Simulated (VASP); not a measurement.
# MnCdC4N4 (P-43m) in VASP: a series of runs

The runs below take MnCdC4N4 through single point, with PBE.

Program: VASP 6.6.1. These are calculated values, not measurements. Logs are shortened: lines on timing, memory, paths and dates and some standing lists are left out, and cuts for length are marked.

### 1 The cell of the first run

It takes space group P-43m (No. 215, cubic). Conventional cell: a = 6.011 Å, b = 6.011 Å, c = 6.011 Å, α = 90.00°, β = 90.00°, γ = 90.00°. Mn (site symmetry -43m) has 4 C at 1.94 Å within 2.6 Å. Cd (site symmetry -43m) has 4 N at 2.10 Å within 2.8 Å. Within 1.6 Å of C (site symmetry 3m) lie 1 N at 1.17 Å. Within 1.6 Å of N (site symmetry 3m) lie 1 C at 1.17 Å.

### 2 Single point, PBE, collinear spin, ferromagnetic start

Contents of INCAR:

```
SYSTEM = MnCdC4N4
ALGO = Normal
EDIFF = 1E-7
ENCUT = 520
GGA = PE
ISIF = 2
ISMEAR = 0
ISPIN = 2
LASPH = .TRUE.
LCHARG = .FALSE.
LMAXMIX = 4
LORBIT = 11
LREAL = .FALSE.
LWAVE = .FALSE.
MAGMOM = 4 0 0 0 0 0 0 0 0 0
NBANDS = 46
NELM = 150
PREC = Accurate
SIGMA = 0.1
```

Contents of KPOINTS:

```
k-points
0
G
  4 4 4
  0 0 0
```

Contents of POSCAR:

```
MnCdC4N4
1.0
    6.0107936500      0.0000000000      0.0000000000
    0.0000000000      6.0107936500      0.0000000000
    0.0000000000      0.0000000000      6.0107936500
Mn Cd C N
1 1 4 4
Direct
    0.0000000000      0.0000000000      0.0000000000
    0.5000000000      0.5000000000      0.5000000000
    0.1861492700      0.1861492700      0.1861492700
    0.1861492700      0.8138507300      0.8138507300
    0.8138507300      0.1861492700      0.8138507300
    0.8138507300      0.8138507300      0.1861492700
    0.2985304000      0.2985304000      0.2985304000
    0.2985304000      0.7014696000      0.7014696000
    0.7014696000      0.2985304000      0.7014696000
    0.7014696000      0.7014696000      0.2985304000
```

Potentials or basis: VASP PAW PBE potentials, release 64 (Mn_pv, Cd, C, N).

The run is started by

```
> cat potpaw_PBE.64/Mn_pv/POTCAR potpaw_PBE.64/Cd/POTCAR potpaw_PBE.64/C/POTCAR potpaw_PBE.64/N/POTCAR > POTCAR
> mpirun -np 1 vasp_std > vasp.out
```

OUTCAR:

```text
SYSTEM = MnCdC4N4
   EDIFF = 1E-7
   ENCUT = 520
   GGA = PE
   ISIF = 2
   ISMEAR = 0
   ISPIN = 2
   LASPH = .TRUE.
   LORBIT = 11
   LREAL = .FALSE.
   NELM = 150
   PREC = Accurate

 ion  position               nearest neighbor table
   1  0.000  0.000  0.000-   3 1.94   4 1.94   5 1.94   6 1.94
   2  0.500  0.500  0.500-   7 2.10   8 2.10   9 2.10  10 2.10
   3  0.186  0.186  0.186-   7 1.17   1 1.94
   4  0.186  0.814  0.814-   8 1.17   1 1.94
   5  0.814  0.186  0.814-   9 1.17   1 1.94
   6  0.814  0.814  0.186-  10 1.17   1 1.94
   7  0.299  0.299  0.299-   3 1.17   2 2.10
   8  0.299  0.701  0.701-   4 1.17   2 2.10
   9  0.701  0.299  0.701-   5 1.17   2 2.10
  10  0.701  0.701  0.299-   6 1.17   2 2.10

  LATTYP: Found a simple cubic cell.
 ALAT       =     6.0107936500

  Lattice vectors:

 A1 = (   6.0107936500,   0.0000000000,   0.0000000000)
 A2 = (   0.0000000000,   6.0107936500,   0.0000000000)
 A3 = (   0.0000000000,   0.0000000000,   6.0107936500)

Analysis of symmetry for initial positions (statically):
=====================================================================
 Subroutine PRICEL returns:
 Original cell was already a primitive cell.

 Routine SETGRP: Setting up the symmetry group for a
 simple cubic supercell.

 Subroutine GETGRP returns: Found 24 space group operations
 (whereof 24 operations were pure point group operations)
 out of a pool of 48 trial point group operations.

The static configuration has the point symmetry T_d .

Analysis of symmetry for dynamics (positions and initial velocities):
=====================================================================
 Subroutine PRICEL returns:
 Original cell was already a primitive cell.

 Routine SETGRP: Setting up the symmetry group for a
 simple cubic supercell.

 Subroutine GETGRP returns: Found 24 space group operations
 (whereof 24 operations were pure point group operations)
 out of a pool of 48 trial point group operations.

The dynamic configuration has the point symmetry T_d .

Analysis of structural, dynamic, and magnetic symmetry:
=====================================================================
 Subroutine PRICEL returns:
 Original cell was already a primitive cell.

 Routine SETGRP: Setting up the symmetry group for a
 simple cubic supercell.

 Subroutine GETGRP returns: Found 24 space group operations
 (whereof 24 operations were pure point group operations)
 out of a pool of 48 trial point group operations.

The overall configuration has the point symmetry T_d .

 Subroutine INISYM returns: Found 24 space group operations
 (whereof 24 operations are pure point group operations),
 and found     1 'primitive' translations

----------------------------------------------------------------------------------------

                                     Primitive cell

  volume of cell :     217.1678

  direct lattice vectors                    reciprocal lattice vectors
     6.010793650  0.000000000  0.000000000     0.166367381  0.000000000  0.000000000
     0.000000000  6.010793650  0.000000000     0.000000000  0.166367381  0.000000000
     0.000000000  0.000000000  6.010793650     0.000000000  0.000000000  0.166367381

  length of vectors
     6.010793650  6.010793650  6.010793650     0.166367381  0.166367381  0.166367381

  position of ions in fractional coordinates (direct lattice)
     0.000000000  0.000000000  0.000000000
     0.500000000  0.500000000  0.500000000
     0.186149270  0.186149270  0.186149270
     0.186149270  0.813850730  0.813850730
     0.813850730  0.186149270  0.813850730
     0.813850730  0.813850730  0.186149270
     0.298530400  0.298530400  0.298530400
     0.298530400  0.701469600  0.701469600
     0.701469600  0.298530400  0.701469600
     0.701469600  0.701469600  0.298530400

  ion indices of the primitive-cell ions
   primitive index   ion index
                 1           1
                 2           2
                 3           3
                 4           4
                 5           5
                 6           6
                 7           7
[... 49 lines left out ...]
   NGXF,Y,Z  is equivalent  to a cutoff of  26.55, 26.55, 26.55 a.u.
 SYSTEM =  MnCdC4N4
   PREC   = accura    normal or accurate (medium, high low for compatibility)
   ISTART =      0    job   : 0-new  1-cont  2-samecut
   ICHARG =      2    charge: 1-file 2-atom 10-const
   ISPIN  =      2    spin polarized calculation?
   LNONCOLLINEAR =      F non collinear calculations
   LSORBIT =      F    spin-orbit coupling
   LASPH  =      T    aspherical Exc in radial PAW
   ENCUT  =  520.0 eV  38.22 Ry    6.18 a.u.  11.18 11.18 11.18*2*pi/ulx,y,z
   NELM   =    150;   NELMIN=  2; NELMDL= -5     # of ELM steps
   EDIFF  = 0.1E-06   stopping-criterion for ELM
   LREAL  =      F    real-space projection
   EDIFFG = 0.1E-05   stopping-criterion for IOM
   NSW    =      0    number of steps for IOM
   IBRION =     -1    ionic relax: 0-MD 1-quasi-New 2-CG
   NFREE  =      0    steps in history (QN), initial steepest desc. (CG)
   ISIF   =      2    stress and relaxation
   ISYM   =      2    0-nonsym 1-usesym 2-fastsym
   POTIM  = 0.5000    time-step for ionic-motion
   TEBEG  =    0.0;   TEEND  =   0.0 temperature during run
   PSTRESS=    0.0 pullay stress
   NELECT =      61.0000    total number of electrons
   NUPDOWN=      -1.0000    fix difference up-down
   EMIN   =  10.00;   EMAX   =-10.00  energy-range for DOS
   EFERMI =   0.00;   METHOD = LEGACY
   ISMEAR =     0;   SIGMA  =   0.10  broadening in eV -4-tet -1-fermi 0-gaus
   EFERMI_NEDOS =   21; number of points for ismear=-14 and -15
   IALGO  =     38    algorithm
   IMIX   =      4    mixing-type and parameters
     AMIX     =   0.40;   BMIX     =  1.00
     AMIX_MAG =   1.60;   BMIX_MAG =  1.00
  volume/ion in A,a.u.               =      21.72       146.55
  Fermi-wavevector in a.u.,A,eV,Ry     =   1.072144  2.026058 15.639787  1.149492
  Thomas-Fermi vector in A             =   2.207905
   LORBIT       =     11    0 simple, 1 ext, 2 COOP (PROOUT), +10 PAW based schemes
   GGA     = PE    functional components
   LHFCALC =     F    Hartree Fock is set to
   AEXX    =    0.0000 exact exchange contribution
   IVDW    =     0    specifies the selected vdW correction
   LEPSILON=     F    determine dielectric tensor
   LRPA    =     F    only Hartree local field effects (RPA)
 spin polarized calculation
 Gauss-broadening in eV      SIGMA  =   0.10
  energy-cutoff  :      520.00
  volume of cell :      217.17
 maximum number of plane-waves:      5904
 NGX is ok and might be reduce to    48
   NGX = 23   NGY = 23   NGZ = 23

 number of electron      61.0000021 magnetization       5.0000181

 Free energy of the ion-electron system (eV)
  ---------------------------------------------------
  ext. energy  EPLUGINS =         0.00000000
  ---------------------------------------------------
  free energy    TOTEN  =       -75.93634480 eV

  energy without entropy =      -75.93634480  energy(sigma->0) =      -75.93634480

 E-fermi :  -1.1785     XC(G=0):  -7.0545

 val. band max:       -1.7185432254   @ k =   0.5000   0.5000   0.0000
 cond. band min:      -0.2628211150   @ k =   0.5000   0.0000   0.0000
 fundamental gap:      1.4557221104
 Fermi energy:        -1.1785197633

 spin component 1

 k-point     1 :       0.0000    0.0000    0.0000
  band No.  band energies     occupation
      1     -51.1728      1.00000
      2     -51.1728      1.00000
      3     -51.1728      1.00000
      4     -18.9224      1.00000
      5     -18.8297      1.00000
      6     -18.8297      1.00000
[... 439 lines left out ...]
     41       4.0196      0.00000
     42       4.3043      0.00000
 Fermi energy:        -1.1785197633

 spin component 2

 k-point     1 :       0.0000    0.0000    0.0000
  band No.  band energies     occupation
      1     -47.1260      1.00000
      2     -47.1260      1.00000
      3     -47.1260      1.00000
      4     -18.7762      1.00000
      5     -18.6845      1.00000
      6     -18.6845      1.00000
[... 439 lines left out ...]
     41       4.3216      0.00000
     42       4.4205      0.00000
 [bands above 42 left out]

------------------------ aborting loop because EDIFF is reached ----------------------------------------

  FORCE on cell =-STRESS in cart. coord.  units (eV):
  Direction    XX          YY          ZZ          XY          YZ          ZX
  --------------------------------------------------------------------------------------
  -------------------------------------------------------------------------------------
  Total        7.1079435      7.1079435      7.1079435      0.0000000      0.0000000      0.0000000
  in kB       52.4395664     52.4395664     52.4395664      0.0000000      0.0000000      0.0000000
  external PRESSURE =      52.4395664 kB  Pullay stress =       0.0000000 kB

 VOLUME and BASIS-vectors are now :
 -----------------------------------------------------------------------------
  energy-cutoff  :      520.00
  volume of cell :      217.17
      direct lattice vectors                 reciprocal lattice vectors
     6.010793650  0.000000000  0.000000000     0.166367381  0.000000000  0.000000000
     0.000000000  6.010793650  0.000000000     0.000000000  0.166367381  0.000000000
     0.000000000  0.000000000  6.010793650     0.000000000  0.000000000  0.166367381

 POSITION                                       TOTAL-FORCE (eV/Angst)
 -----------------------------------------------------------------------------------
      0.00000      0.00000      0.00000         0.000000     -0.000000      0.000000
      3.00540      3.00540      3.00540         0.000000     -0.000000      0.000000
      1.11890      1.11890      1.11890         0.620158      0.620158      0.620158
      1.11890      4.89189      4.89189         0.620158     -0.620158     -0.620158
      4.89189      1.11890      4.89189        -0.620158      0.620158     -0.620158
      4.89189      4.89189      1.11890        -0.620158     -0.620158      0.620158
      1.79440      1.79440      1.79440        -0.441005     -0.441005     -0.441005
      1.79440      4.21639      4.21639        -0.441005      0.441005      0.441005
      4.21639      1.79440      4.21639         0.441005     -0.441005      0.441005
      4.21639      4.21639      1.79440         0.441005      0.441005     -0.441005
 -----------------------------------------------------------------------------------
    total drift:                                0.000000      0.000000      0.000000

  FREE ENERGIE OF THE ION-ELECTRON SYSTEM (eV)
  ---------------------------------------------------
  free  energy   TOTEN  =       -75.9363448019 eV

  energy  without entropy=      -75.9363448019  energy(sigma->0) =      -75.93634480

 total charge

# of ion       s       p       d       tot
------------------------------------------
    1        0.381   6.474   4.921  11.776
    2        0.359   0.412   9.615  10.386
    3        0.970   1.640   0.000   2.609
    4        0.970   1.640   0.000   2.609
    5        0.970   1.640   0.000   2.609
    6        0.970   1.640   0.000   2.609
    7        1.301   2.591   0.000   3.892
    8        1.301   2.591   0.000   3.892
    9        1.301   2.591   0.000   3.892
   10        1.301   2.591   0.000   3.892
--------------------------------------------------
tot          9.825  23.808  14.536  48.168

 magnetization (x)

# of ion       s       p       d       tot
------------------------------------------
    1        0.023   0.145   3.659   3.828
    2       -0.001  -0.001   0.014   0.011
    3       -0.001  -0.025   0.000  -0.026
    4       -0.001  -0.025   0.000  -0.026
    5       -0.001  -0.025   0.000  -0.026
    6       -0.001  -0.025   0.000  -0.026
    7        0.006   0.114   0.000   0.120
    8        0.006   0.114   0.000   0.120
    9        0.006   0.114   0.000   0.120
   10        0.006   0.114   0.000   0.120
--------------------------------------------------
tot          0.040   0.500   3.673   4.213
```

Wall time 2.7 min (1 thread of Intel Xeon Platinum 8488C (Sapphire Rapids), shared host); peak memory 0.5 GiB.

What came out:

```
Free energy                                           : -75.9363 eV
Pressure                                              : 5.2 GPa
Largest force                                         : 1.074 eV/Å
Band gap on the k mesh                                : 1.46 eV (least direct gap 1.47 eV)
Net moment                                            : 5.00 μB per cell
Site moments                                          : Mn +3.83; Cd +0.01; C -0.03; N +0.12 μB
Valence electrons inside the program's atomic spheres : Mn 11.78; Cd 10.39; C 2.61; N 3.89
```

Forces on the atoms (eV/Å):
```
Mn   0.000  0.000  0.000
Cd   0.000  0.000  0.000
C    0.620  0.620  0.620
C    0.620 -0.620 -0.620
C   -0.620  0.620 -0.620
C   -0.620 -0.620  0.620
N   -0.441 -0.441 -0.441
N   -0.441  0.441  0.441
N    0.441 -0.441  0.441
N    0.441  0.441 -0.441
```

Caveat: the cell stands under pressure; a cell with one magnetic atom can't hold antiferromagnetic order, which such compounds often take; forces of over 1 eV/Å act on the atoms, so gaps and moduli don't describe the material at rest.

### 3 Single point, PBE, collinear spin, ferromagnetic start

This run uses another cell than the first one, of 24.63 Å³/atom.

Contents of INCAR:

```
PREC     = Accurate       # precision mode
ENCUT    = 520            # plane-wave cutoff, eV
EDIFF    = 1E-7           # SCF threshold, eV
ISMEAR   = 0              # smearing method
SIGMA    = 0.1            # smearing width, eV
LREAL    = False          # projectors in reciprocal space
LASPH    = True           # aspherical terms in the spheres
NELM     = 150            # most SCF steps
ALGO     = Normal         # electronic algorithm
ISIF     = 2              # what is computed and relaxed
LWAVE    = False          # write WAVECAR
LCHARG   = True           # write CHGCAR
ISPIN    = 2              # spin polarisation
MAGMOM   = 4 0 0 0 0 0 0 0 0 0 # initial moments
LORBIT   = 11             # projections on sites
LMAXMIX  = 4              # l up to which the mixer works
GGA      = PE             # functional
LELF     = True           # ELF
LVHAR    = True         
NBANDS   = 46             # bands
```

Contents of KPOINTS:

```
Automatic mesh
0
Gamma
  4 4 4
```

Contents of POSCAR:

```
MnCdC4N4
1.0
    6.2683394102      0.0000000000      0.0000000000
    0.0000000000      6.2683394102      0.0000000000
    0.0000000000      0.0000000000      6.2683394102
Mn Cd C N
1 1 4 4
Direct
    0.0000000000      0.0000000000      0.0000000000
    0.5000000000      0.5000000000      0.5000000000
    0.1913191251      0.1913191251      0.1913191251
    0.1913191251      0.8086808749      0.8086808749
    0.8086808749      0.1913191251      0.8086808749
    0.8086808749      0.8086808749      0.1913191251
    0.2987468303      0.2987468303      0.2987468303
    0.2987468303      0.7012531697      0.7012531697
    0.7012531697      0.2987468303      0.7012531697
    0.7012531697      0.7012531697      0.2987468303
```

Potentials or basis: VASP PAW PBE potentials, release 64 (Mn_pv, Cd, C, N).

The run is started by

```
> cat potpaw_PBE.64/Mn_pv/POTCAR potpaw_PBE.64/Cd/POTCAR potpaw_PBE.64/C/POTCAR potpaw_PBE.64/N/POTCAR > POTCAR
> mpirun -np 1 vasp_std > vasp.out
```

Run time: 3 min. Hardware: 1 thread of Intel Xeon Platinum 8488C (Sapphire Rapids), shared host; peak memory 0.5 GiB.

Results (log left out):

```yaml
Free_energy: -76.5040 eV
Pressure: 0.6 GPa
Largest_force: 0.372 eV/Å
Band_gap_on_the_k_mesh: 2.14 eV
Net_moment: 5.00 μB per cell
Site_moments: Mn +4.14; Cd +0.01; C -0.02; N +0.07 μB
Valence_electrons_inside_the_program's_atomic_spheres: Mn 11.47; Cd 10.26; C 2.59; N 3.88
```

Forces in eV/Å, atoms in the order of the input:
```
Mn   0.000  0.000  0.000
Cd   0.000  0.000  0.000
C   -0.215 -0.215 -0.215
C   -0.215  0.215  0.215
C    0.215 -0.215  0.215
C    0.215  0.215 -0.215
N    0.192  0.192  0.192
N    0.192 -0.192 -0.192
N   -0.192  0.192 -0.192
N   -0.192 -0.192  0.192
```

Levels at points of the mesh, in eV from the valence-band top:
Spin up:
```
           k point  band 31  band 32  band 33  band 34  band 35  band 36
(0.00, 0.00, 0.00)    -0.16    -0.16    -0.16     4.69     4.69     4.69
(0.50, 0.00, 0.00)    -0.14     0.00     0.00     4.73     4.73     4.99
(0.50, 0.50, 0.00)    -0.12     0.00     0.00     4.80     5.06     5.07
(0.50, 0.50, 0.50)    -0.12    -0.12    -0.12     5.05     5.05     5.05
```
Spin down:
```csv
k point,band 24,band 25,band 26,band 27,band 28,band 29,band 30,band 31,band 32,band 33
"(0.00, 0.00, 0.00)",-2.58,-2.58,-2.38,-2.38,-2.38,2.18,2.18,2.55,2.55,2.55
"(0.50, 0.00, 0.00)",-2.63,-2.63,-2.55,-2.29,-2.29,2.14,2.22,2.65,2.76,2.76
"(0.50, 0.50, 0.00)",-2.64,-2.64,-2.42,-2.31,-2.31,2.14,2.21,2.76,2.78,2.78
"(0.50, 0.50, 0.50)",-2.51,-2.51,-2.49,-2.49,-2.49,2.18,2.18,2.70,2.70,2.70
```

Caveat: a cell with one magnetic atom can't hold antiferromagnetic order, which such compounds often take. A k mesh can miss the band edges.
